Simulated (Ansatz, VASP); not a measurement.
# One calculation of Al2GaN3, two programs

```
Al Ga N
1.0
     2.89446    0.00000    0.00000
    -1.44723    2.50668    0.00000
     0.00000    0.00000    7.09595
Al Ga N
2 1 3
Direct
  0.33333 0.66667 0.66373
  0.66667 0.33333 0.33627
  0.00000 0.00000 0.00000
  0.33333 0.66667 0.17506
  0.66667 0.33333 0.82494
  0.00000 0.00000 0.50000
```

Alike in both runs: task single point; functional r2SCAN; dispersion rVV10; k mesh 12 × 12 × 4; occupations fermi-dirac, width 0.03 eV; no spin polarisation.

|  | VASP | Ansatz |
| --- | --- | --- |
| version | VASP 6.6.1 | Ansatz 0.2.0 |
| potentials or method | VASP PAW PBE potentials, release 64 (Al, Ga_d, N) | plane waves, PAW |
| plane-wave cutoff (eV) | 520 | 500 |
| valence electrons in the cell | 34 | 34 |

Ansatz gave:

| Quantity | Value |
| --- | --- |
| gap on the k mesh at the Fermi level (eV) | 3.65 |
| pressure (GPa) | 0.0 |
| rms of the force components (eV/Å) | 0.000 |

What did VASP give for the same quantities?

gap on the k mesh at the Fermi level (eV): 3.63; pressure (GPa): 0.0; rms of the force components (eV/Å): 0.028.

VASP's potentials were made for PBE, not for r2SCAN. Atom by atom the forces differ by 0.028 eV/Å (rms over components).
